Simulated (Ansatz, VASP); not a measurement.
## One calculation of Cr, two programs

```xyz
2
Lattice="2.8480 0.0000 0.0000 0.0000 2.8480 0.0000 0.0000 0.0000 2.8480" Properties=species:S:1:pos:R:3 pbc="T T T"
Cr    0.0000    0.0000    0.0000
Cr    1.4240    1.4240    1.4240
```

Alike in both runs: functional PBE; k mesh 38 × 38 × 38; occupations gaussian, width 0.1 eV; no spin polarisation.

Ansatz relaxed the structure, and its values are those at the end. VASP's run is a single point on that final structure, the one shown.

```csv
,VASP,Ansatz
version,VASP 6.6.1,Ansatz 0.2.0
potentials or method,"VASP PAW PBE potentials, release 64 (Cr_pv)","scalar-relativistic, plane waves, PAW"
plane-wave cutoff (eV),520,420
valence electrons in the cell,24,28
```

```tsv
	VASP	Ansatz	Ansatz less VASP
gap on the k mesh at the Fermi level (eV)	none	none	-
pressure (GPa)	-0.4	0.0	+0.45
```

A gap of «none» marks a metal or a gap that the smearing closes. VASP's potentials hold 24 valence electrons a cell and Ansatz's 28, so a difference there can come from the potentials and not from the codes.
